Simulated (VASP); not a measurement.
# BN in VASP: a series of runs

BN is run at these levels: PBE+D3(BJ); tasks: single point.

All numbers are computed with VASP 6.6.1; they aren't measurements. Logs are shortened: lines on timing, memory, paths and dates and some standing lists are left out, and cuts for length are marked.

## 1. The cell of the first run

The cell holds a slab with vacuum, 2 atoms: a = 2.545 Å, b = 2.545 Å, c = 26.000 Å, α = 90.00°, β = 90.00°, γ = 120.00°.

## 2. Single point, PBE+D3(BJ)

Input file INCAR:

```
SYSTEM = BN
PREC = Accurate
ENCUT = 520
EDIFF = 1E-6
ISMEAR = 0
SIGMA = 0.02
LREAL = .FALSE.
LASPH = .TRUE.
NELM = 80
ALGO = Normal
ISIF = 2
LWAVE = .FALSE.
LCHARG = .FALSE.
LDIPOL = .TRUE.
IDIPOL = 3
DIPOL = 0.5 0.5 0.500
GGA = PE
IVDW = 12
NBANDS = 11
```

Input file KPOINTS:

```
Automatic mesh
0
G
  12 12 1
  0 0 0
```

Input file POSCAR:

```
BN
1.0
    2.5450000000      0.0000000000      0.0000000000
   -1.2725000000      2.2040346526      0.0000000000
    0.0000000000      0.0000000000     26.0000000000
B N
1 1
Direct
    0.0000000000      0.0000000000      0.5055000000
    0.6666666667      0.3333333333      0.4945000000
```

Potentials or basis: VASP PAW PBE potentials, release 64 (B, N).

Run with:

```bash
$ cat potpaw_PBE.64/B/POTCAR potpaw_PBE.64/N/POTCAR > POTCAR
$ mpirun -np 1 vasp_std > vasp.out
```

OUTCAR:

```text
SYSTEM = BN
   PREC = Accurate
   ENCUT = 520
   EDIFF = 1E-6
   ISMEAR = 0
   LREAL = .FALSE.
   LASPH = .TRUE.
   NELM = 80
   ISIF = 2
   GGA = PE
   IVDW = 12
 IVDW          = 12

 ion  position               nearest neighbor table
   1  0.000  0.000  0.505-   2 1.50   2 1.50   2 1.50
   2  0.667  0.333  0.495-   1 1.50   1 1.50   1 1.50

  LATTYP: Found a hexagonal cell.
 ALAT       =     2.5450000000
 C/A-ratio  =    10.2161100196

  Lattice vectors:

 A1 = (   2.5450000000,   0.0000000000,   0.0000000000)
 A2 = (  -1.2725000000,   2.2040346526,   0.0000000000)
 A3 = (   0.0000000000,   0.0000000000,  26.0000000000)

Analysis of symmetry for initial positions (statically):
=====================================================================
 Subroutine PRICEL returns:
 Original cell was already a primitive cell.

 Routine SETGRP: Setting up the symmetry group for a
 hexagonal supercell.

 Subroutine GETGRP returns: Found  6 space group operations
 (whereof  6 operations were pure point group operations)
 out of a pool of 24 trial point group operations.

The static configuration has the point symmetry C_3v.

Analysis of symmetry for dynamics (positions and initial velocities):
=====================================================================
 Subroutine PRICEL returns:
 Original cell was already a primitive cell.

 Routine SETGRP: Setting up the symmetry group for a
 hexagonal supercell.

 Subroutine GETGRP returns: Found  6 space group operations
 (whereof  6 operations were pure point group operations)
 out of a pool of 24 trial point group operations.

The dynamic configuration has the point symmetry C_3v.

 Subroutine INISYM returns: Found  6 space group operations
 (whereof  6 operations are pure point group operations),
 and found     1 'primitive' translations

----------------------------------------------------------------------------------------

                                     Primitive cell

  volume of cell :     145.8410

  direct lattice vectors                    reciprocal lattice vectors
     2.545000000  0.000000000  0.000000000     0.392927308  0.226856687  0.000000000
    -1.272500000  2.204034653  0.000000000     0.000000000  0.453713375  0.000000000
     0.000000000  0.000000000 26.000000000     0.000000000  0.000000000  0.038461538

  length of vectors
     2.545000000  2.545000000 26.000000000     0.453713375  0.453713375  0.038461538

  position of ions in fractional coordinates (direct lattice)
     0.000000000  0.000000000  0.505500000
     0.666666667  0.333333333  0.494500000

  ion indices of the primitive-cell ions
   primitive index   ion index
                 1           1
                 2           2

----------------------------------------------------------------------------------------

 KPOINTS: Automatic mesh

Automatic generation of k-mesh.
 Grid dimensions read from file:
 generate k-points for:   12   12    1

 Generating k-lattice:

  Cartesian coordinates                     Fractional coordinates (reciprocal lattice)
     0.032743942  0.018904724  0.000000000     0.083333333  0.000000000  0.000000000
     0.000000000  0.037809448  0.000000000     0.000000000  0.083333333  0.000000000
     0.000000000  0.000000000  0.038461538     0.000000000  0.000000000  1.000000000

  Length of vectors
     0.037809448  0.037809448  0.038461538

  Shift w.r.t. Gamma in fractional coordinates (k-lattice)
     0.000000000  0.000000000  0.000000000

 Subroutine IBZKPT returns following result:
 ===========================================

 Found     19 irreducible k-points:

 Following reciprocal coordinates:
            Coordinates               Weight
  0.000000  0.000000  0.000000      1.000000
  0.083333  0.000000  0.000000      6.000000
  0.166667  0.000000  0.000000      6.000000
  0.250000  0.000000  0.000000      6.000000
  0.333333 -0.000000  0.000000      6.000000
  0.416667  0.000000  0.000000      6.000000
[... 11 lines left out ...]
  0.333333  0.250000  0.000000     12.000000
  0.333333  0.333333  0.000000      2.000000
   k-points           NKPTS =     19   k-points in BZ     NKDIM =     19   number of bands    NBANDS=     11
   number of dos      NEDOS =    301   number of ions     NIONS =      2
   total plane-waves  NPLWV =  78400
   dimension x,y,z NGX =    20 NGY =   20 NGZ =  196
   dimension x,y,z NGXF=    40 NGYF=   40 NGZF=  392
   ions per type =               1   1
   NGX,Y,Z   is equivalent  to a cutoff of  13.06, 13.06, 12.53 a.u.
   NGXF,Y,Z  is equivalent  to a cutoff of  26.13, 26.13, 25.06 a.u.
 SYSTEM =  BN
   PREC   = accura    normal or accurate (medium, high low for compatibility)
   ISTART =      0    job   : 0-new  1-cont  2-samecut
   ICHARG =      2    charge: 1-file 2-atom 10-const
   ISPIN  =      1    spin polarized calculation?
   LNONCOLLINEAR =      F non collinear calculations
   LSORBIT =      F    spin-orbit coupling
   LASPH  =      T    aspherical Exc in radial PAW
   ENCUT  =  520.0 eV  38.22 Ry    6.18 a.u.   4.73  4.73 48.34*2*pi/ulx,y,z
   NELM   =     80;   NELMIN=  2; NELMDL= -5     # of ELM steps
   EDIFF  = 0.1E-05   stopping-criterion for ELM
   LREAL  =      F    real-space projection
   EDIFFG = 0.1E-04   stopping-criterion for IOM
   NSW    =      0    number of steps for IOM
   IBRION =     -1    ionic relax: 0-MD 1-quasi-New 2-CG
   NFREE  =      0    steps in history (QN), initial steepest desc. (CG)
   ISIF   =      2    stress and relaxation
   ISYM   =      2    0-nonsym 1-usesym 2-fastsym
   POTIM  = 0.5000    time-step for ionic-motion
   TEBEG  =    0.0;   TEEND  =   0.0 temperature during run
   PSTRESS=    0.0 pullay stress
   NELECT =       8.0000    total number of electrons
   NUPDOWN=      -1.0000    fix difference up-down
   EMIN   =  10.00;   EMAX   =-10.00  energy-range for DOS
   EFERMI =   0.00;   METHOD = LEGACY
   ISMEAR =     0;   SIGMA  =   0.02  broadening in eV -4-tet -1-fermi 0-gaus
   EFERMI_NEDOS =   21; number of points for ismear=-14 and -15
   IALGO  =     38    algorithm
   IMIX   =      4    mixing-type and parameters
     AMIX     =   0.40;   BMIX     =  1.00
     AMIX_MAG =   1.60;   BMIX_MAG =  1.00
  volume/ion in A,a.u.               =      72.92       492.09
  Fermi-wavevector in a.u.,A,eV,Ry     =   0.622030  1.175467  5.264392  0.386922
  Thomas-Fermi vector in A             =   1.681743
   LORBIT       =      0    0 simple, 1 ext, 2 COOP (PROOUT), +10 PAW based schemes
   GGA     = PE    functional components
   LHFCALC =     F    Hartree Fock is set to
   AEXX    =    0.0000 exact exchange contribution
   IVDW    =    12    specifies the selected vdW correction
   LEPSILON=     F    determine dielectric tensor
   LRPA    =     F    only Hartree local field effects (RPA)
 non-spin polarized calculation
 Gauss-broadening in eV      SIGMA  =   0.02
  energy-cutoff  :      520.00
  volume of cell :      145.84
 maximum number of plane-waves:      3949
 NGX is ok and might be reduce to    20
   NGX =  9   NGY =  9   NGZ = 97

 number of electron       8.0000000 magnetization

 dipolmoment           0.000000      0.000000     -0.062011 electrons x Angstroem

 Free energy of the ion-electron system (eV)
  ---------------------------------------------------
  ext. energy  EPLUGINS =         0.00000000
  ---------------------------------------------------
  free energy    TOTEN  =       -16.98662152 eV

  energy without entropy =      -16.98662152  energy(sigma->0) =      -16.98662152

 E-fermi :  -4.8086     XC(G=0):  -1.6674

 val. band max:       -4.9578262156   @ k =   0.3333   0.3333   0.0000
 cond. band min:      -1.2223430433   @ k =   0.0000   0.0000   0.0000
 fundamental gap:      3.7354831723
 Fermi energy:        -4.8085818805

 k-point     1 :       0.0000    0.0000    0.0000
  band No.  band energies     occupation
      1     -22.1005      2.00000
      2      -9.8288      2.00000
      3      -5.7463      2.00000
      4      -5.7463      2.00000
      5      -1.2223      0.00000
      6       0.2006      0.00000
      7       0.8281      0.00000
      8       1.6230      0.00000
      9       1.9790      0.00000
     10       2.6866      0.00000
     11       3.0262      0.00000

 k-point     2 :       0.0833    0.0000    0.0000
  band No.  band energies     occupation
      1     -21.9692      2.00000
      2      -9.6613      2.00000
      3      -6.3247      2.00000
      4      -5.9907      2.00000
      5      -1.0251      0.00000
      6       0.4137      0.00000
      7       1.0384      0.00000
      8       1.8361      0.00000
      9       2.1836      0.00000
     10       2.8834      0.00000
     11       3.2359      0.00000

 k-point     3 :       0.1667    0.0000    0.0000
  band No.  band energies     occupation
      1     -21.5827      2.00000
      2      -9.1734      2.00000
      3      -7.7508      2.00000
      4      -6.5866      2.00000
      5      -0.4968      0.00000
      6       1.0465      0.00000
      7       1.6515      0.00000
      8       2.4715      0.00000
      9       2.7736      0.00000
     10       3.4442      0.00000
     11       3.8499      0.00000

 k-point     4 :       0.2500    0.0000    0.0000
  band No.  band energies     occupation
      1     -20.9686      2.00000
      2      -9.5835      2.00000
      3      -8.3335      2.00000
      4      -7.2785      2.00000
      5       0.1765      0.00000
      6       2.0733      0.00000
      7       2.6054      0.00000
      8       3.4882      0.00000
      9       3.5896      0.00000
     10       4.2417      0.00000
     11       4.8356      0.00000

 k-point     5 :       0.3333   -0.0000    0.0000
  band No.  band energies     occupation
      1     -20.1962      2.00000
      2     -11.3357      2.00000
      3      -7.8736      2.00000
      4      -7.3230      2.00000
      5       0.3732      0.00000
      6       3.2306      0.00000
      7       3.7469      0.00000
      8       4.2741      0.00000
      9       4.9607      0.00000
     10       5.2401      0.00000
     11       5.7368      0.00000
[... 141 lines left out ...]
 k-point    16 :       0.4167    0.1667    0.0000
  band No.  band energies     occupation
      1     -18.8569      2.00000
      2     -12.9594      2.00000
      3      -9.8277      2.00000
      4      -5.4290      2.00000
      5      -0.7997      0.00000
      6       5.7050      0.00000
      7       7.3998      0.00000
      8       7.9768      0.00000
      9       8.5573      0.00000
     10       8.6762      0.00000
     11       8.8321      0.00000

 k-point    17 :       0.2500    0.2500    0.0000
  band No.  band energies     occupation
      1     -19.2068      2.00000
      2     -11.9882      2.00000
      3     -10.2607      2.00000
      4      -5.9615      2.00000
      5      -0.1612      0.00000
      6       5.1069      0.00000
      7       6.0561      0.00000
      8       6.7079      0.00000
      9       6.8452      0.00000
     10       7.6244      0.00000
     11       7.9442      0.00000

 k-point    18 :       0.3333    0.2500    0.0000
  band No.  band energies     occupation
      1     -18.7205      2.00000
      2     -12.4561      2.00000
      3     -10.8993      2.00000
      4      -5.2405      2.00000
      5      -0.6986      0.00000
      6       6.0648      0.00000
      7       7.4593      0.00000
      8       8.1682      0.00000
      9       8.6707      0.00000
     10       9.2494      0.00000
     11       9.3885      0.00000

 k-point    19 :       0.3333    0.3333    0.0000
  band No.  band energies     occupation
      1     -18.5372      2.00000
      2     -12.0567      2.00000
      3     -11.7633      2.00000
      4      -4.9578      2.00000
      5      -0.8342      0.00000
      6       6.0105      0.00000
      7       8.8065      0.00000
      8       8.8729      0.00000
      9       9.9949      0.00000
     10      10.2829      0.00000
     11      10.5104      0.00000

------------------------ aborting loop because EDIFF is reached ----------------------------------------

 vacuum level on the upper side and lower side of the slab       (xc-potential included)        -0.989         0.970

 Edisp (eV)   -0.14928

 E8    (eV) :    -0.0479

  FORCE on cell =-STRESS in cart. coord.  units (eV):
  Direction    XX          YY          ZZ          XY          YZ          ZX
  --------------------------------------------------------------------------------------
  -------------------------------------------------------------------------------------
  Total      -1.73180    -1.73180    -1.20281     0.00000     0.00000    -0.00000
  in kB     -19.02518   -19.02518   -13.21379     0.00000     0.00000    -0.00000
  external pressure =      -17.09 kB  Pullay stress =        0.00 kB

 VOLUME and BASIS-vectors are now :
 -----------------------------------------------------------------------------
  energy-cutoff  :      520.00
  volume of cell :      145.84
      direct lattice vectors                 reciprocal lattice vectors
     2.545000000  0.000000000  0.000000000     0.392927308  0.226856687  0.000000000
    -1.272500000  2.204034653  0.000000000     0.000000000  0.453713375  0.000000000
     0.000000000  0.000000000 26.000000000     0.000000000  0.000000000  0.038461538

 POSITION                                       TOTAL-FORCE (eV/Angst)
 -----------------------------------------------------------------------------------
      0.00000      0.00000     13.14300        -0.000000      0.000000     -4.153815
      1.27250      0.73468     12.85700         0.000000     -0.000000      4.153815
 -----------------------------------------------------------------------------------
    total drift:                               -0.000000      0.000000     -0.000099

  FREE ENERGIE OF THE ION-ELECTRON SYSTEM (eV)
  ---------------------------------------------------
  free  energy   TOTEN  =       -17.1359029830 eV

  energy  without entropy=      -17.1359029830  energy(sigma->0) =      -17.13590298

 vacuum level on the upper side and lower side of the slab         0.011         2.014
```

Run time: 34 s. Hardware: 1 thread of AMD EPYC 7R13 (Zen 3), shared host; peak memory 0.23 GiB.

Results:

- Free energy: -17.1359 eV
- Largest force: 4.154 eV/Å
- Band gap on the k mesh: 3.74 eV (least direct gap 4.12 eV)
- Dispersion energy per atom: -0.075 eV

Forces in eV/Å, atoms in the order of the input:
```
B    0.000  0.000 -4.154
N    0.000  0.000  4.154
```

## 3. Single point, PBE+D3(BJ)

Input file INCAR:

```
PREC = Accurate
ENCUT = 520
EDIFF = 1E-7
ISMEAR = 0
SIGMA = 0.02
LREAL = False
LASPH = True
NELM = 60
ALGO = Normal
ISIF = 2
LWAVE = False
LCHARG = False
LDIPOL = True
IDIPOL = 3
DIPOL = 0.5 0.5 0.500
GGA = PE
IVDW = 12
NBANDS = 11
```

Input file KPOINTS:

```
regular mesh
0
Gamma
  12 12 1
```

Input file POSCAR:

```
BN
1.0
    2.5450000000      0.0000000000      0.0000000000
   -1.2725000000      2.2040346526      0.0000000000
    0.0000000000      0.0000000000     26.0000000000
B N
1 1
Direct
    0.0000000000      0.0000000000      0.5109807692
    0.6666666667      0.3333333333      0.4890192308
```

Potentials or basis: VASP PAW PBE potentials, release 64 (B, N).

Run with:

```bash
$ cat potpaw_PBE.64/B/POTCAR potpaw_PBE.64/N/POTCAR > POTCAR
$ mpirun -np 1 vasp_std > vasp.out
```

It took 38 s on 1 thread of AMD EPYC 7R13 (Zen 3), shared host; peak memory 0.23 GiB.

The run converged. Its results:

```yaml
Free_energy: -15.3756 eV
Largest_force: 8.147 eV/Å
Band_gap_on_the_k_mesh: 1.63 eV
Dispersion_energy_per_atom: -0.074 eV
```

Forces on the atoms (eV/Å):
```
B    0.000  0.000 -8.147
N    0.000  0.000  8.147
```

Levels at points of the mesh, in eV from the valence-band top:
```tsv
k point	band 1	band 2	band 3	band 4	band 5	band 6	band 7	band 8	band 9
(0.00, 0.00, 0.00)	-17.15	-5.49	0.00	0.00	1.63	3.95	4.52	5.58	6.70
(0.50, 0.00, 0.00)	-13.95	-8.12	-2.58	-1.51	2.20	7.62	10.56	11.24	11.80
```

## 4. Single point, PBE+D3(BJ)

Input file INCAR:

```
SYSTEM = BN
PREC     = Accurate       ! precision mode
ENCUT    = 520            ! plane-wave cutoff, eV
EDIFF    = 1E-6           ! SCF threshold, eV
ISMEAR   = 0              ! smearing method
SIGMA    = 0.02           ! smearing width, eV
LREAL    = .False.        ! projectors in reciprocal space
LASPH    = .True.         ! aspherical terms in the spheres
NELM     = 60             ! most SCF steps
ALGO     = Normal         ! electronic algorithm
ISIF     = 2              ! what is computed and relaxed
LWAVE    = .False.        ! write WAVECAR
LCHARG   = .True.         ! write CHGCAR
LDIPOL   = .True.       
IDIPOL   = 3            
DIPOL    = 0.5 0.5 0.500
GGA      = PE             ! functional
IVDW     = 12             ! dispersion correction
LELF     = .True.         ! ELF
LVHAR    = .True.       
LVACPOTAV= .True.       
NBANDS   = 11             ! bands
```

Input file KPOINTS:

```
regular mesh
0
Gamma
  12 12 1
  0 0 0
```

Input file POSCAR:

```
BN
1.0
    2.5450000000      0.0000000000      0.0000000000
   -1.2725000000      2.2040346526      0.0000000000
    0.0000000000      0.0000000000     26.0000000000
B N
1 1
Direct
    0.0000000000      0.0000000000      0.5164807692
    0.6666666667      0.3333333333      0.4835192308
```

Run with:

```bash
$ cat potpaw_PBE.64/B/POTCAR potpaw_PBE.64/N/POTCAR > POTCAR
$ mpirun -np 1 vasp_std > vasp.out
```

Run time: 39 s. Hardware: 1 thread of AMD EPYC 7R13 (Zen 3), shared host; peak memory 0.23 GiB.

It converged, with:

| Quantity | Value |
| --- | --- |
| Free energy | -12.6901 eV |
| Largest force | 9.396 eV/Å |
| Band gap on the k mesh | zero (bands 4 and 5 overlap by 0.67 eV) |
| Dispersion energy per atom | -0.073 eV |

Forces on the atoms (eV/Å):
```
B    0.000  0.000 -9.396
N    0.000  0.000  9.396
```

Levels at points of the mesh, in eV from the Fermi level:
```
           k point  band 2  band 3  band 4  band 5  band 6  band 7
(0.00, 0.00, 0.00)   -6.58   -0.46    0.64    0.64    3.57    4.37
(0.50, 0.00, 0.00)   -7.86   -2.62   -1.75    0.46    5.29    9.69
```

## 5. Single point, PBE+D3(BJ)

Input file INCAR:

```
SYSTEM = BN
PREC = Accurate ; ENCUT = 520
EDIFF = 1E-6 ; ISMEAR = 0
SIGMA = 0.02 ; LREAL = .FALSE.
LASPH = .TRUE. ; NELM = 60
ALGO = Normal ; ISIF = 2
LWAVE = .FALSE. ; LCHARG = .TRUE.
LDIPOL = .TRUE. ; IDIPOL = 3
DIPOL = 0.5 0.5 0.500 ; GGA = PE
IVDW = 12 ; LELF = .TRUE.
LVHAR = .TRUE. ; LVACPOTAV = .TRUE.
NBANDS = 11
```

Input file KPOINTS:

```
regular mesh
0
G
  12 12 1
  0 0 0
```

Input file POSCAR:

```
BN
1.0
    2.5450000000      0.0000000000      0.0000000000
   -1.2725000000      2.2040346526      0.0000000000
    0.0000000000      0.0000000000     26.0000000000
B N
1 1
Direct
    0.0000000000      0.0000000000      0.5027500000
    0.6666666667      0.3333333333      0.4972500000
```

Run with:

```bash
$ cat potpaw_PBE.64/B/POTCAR potpaw_PBE.64/N/POTCAR > POTCAR
$ mpirun -np 1 vasp_std > vasp.out
```

Run time: 36 s. Hardware: 1 thread of AMD EPYC 7R13 (Zen 3), shared host; peak memory 0.23 GiB.

The run converged. Its results:

```yaml
Free_energy: -17.5821 eV
Largest_force: 2.083 eV/Å
Band_gap_on_the_k_mesh: 4.36 eV (least direct gap 4.43 eV)
Dispersion_energy_per_atom: -0.075 eV
```

Forces in eV/Å, atoms in the order of the input:
```
B    0.000  0.000 -2.083
N    0.000  0.000  2.083
```

Levels at points of the mesh, in eV from the valence-band top:
| k point | band 1 | band 2 | band 3 | band 4 | band 5 | band 6 | band 7 | band 8 |
| --- | --- | --- | --- | --- | --- | --- | --- | --- |
| (0.00, 0.00, 0.00) | -17.33 | -4.97 | -1.24 | -1.24 | 4.36 | 5.52 | 5.92 | 6.44 |
| (0.50, 0.00, 0.00) | -14.37 | -8.61 | -3.91 | -0.84 | 4.51 | 9.25 | 12.10 | 12.39 |

## 6. The runs side by side

| cell | gap on the mesh (eV) | largest force (eV/Å) |
| --- | --- | --- |
| as given, atomic positions A | 3.74 | 4.15 |
| as given, atomic positions B | 1.63 | 8.15 |
| as given, atomic positions C | none | 9.40 |
| as given, atomic positions D | 4.36 | 2.08 |

Alike in all rows: task single point; level PBE+D3(BJ); potentials or basis VASP PAW PBE potentials, release 64 (B, N); no spin polarisation; k mesh 12 × 12 × 1; cutoff (eV) 520; smearing gaussian 0.02 eV.

Absolute energies hang on the potentials; compare differences alone.
